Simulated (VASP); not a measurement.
Runs of VASP 6.6.1 on KF. The structure is that of space group Pm-3m (No. 221), or close to it. The cells are those of the table. 

| level | spin | cell | k mesh | cutoff (eV) | smearing | gap on the mesh (eV) | pressure (GPa) | moment (μB) |
| --- | --- | --- | --- | --- | --- | --- | --- | --- |
| revpbe exchange, lda correlation | off | a = 3.259 Å, 2 atoms | 8 × 8 × 8 | 600 | gaussian 0.01 eV | (b) | 5.7 | - |
| PBE | non-collinear, typed start | a = 3.259 Å, 2 atoms | 6 × 6 × 6 | 520 | fermi-dirac 0.1 eV | 6.26 | 0.0 | 0.00 |
| r2SCAN | off | a = 3.259 Å, 2 atoms | 7 × 7 × 7 | 520 | methfessel-paxton 0.1 eV | (a) | (c) | - |
| PBE | non-collinear, typed start | a = 3.281 Å, 2 atoms | 6 × 6 × 6 | 520 | fermi-dirac 0.1 eV | 6.12 | -0.6 | 0.00 |

Alike in all rows: task single point; potentials or basis VASP PAW PBE potentials, release 64 (K_sv, F).

Task: Estimate the missing entries.

Result: (a) 7.17; (b) 6.85; (c) -2.7.

Caveats: the PAW data sets were made with another functional, which shifts forces and pressure a little (at least some runs); the cell stands under pressure (at least some runs); an odd mesh through Γ misses points on the zone boundary, where band edges can lie (at least some runs).
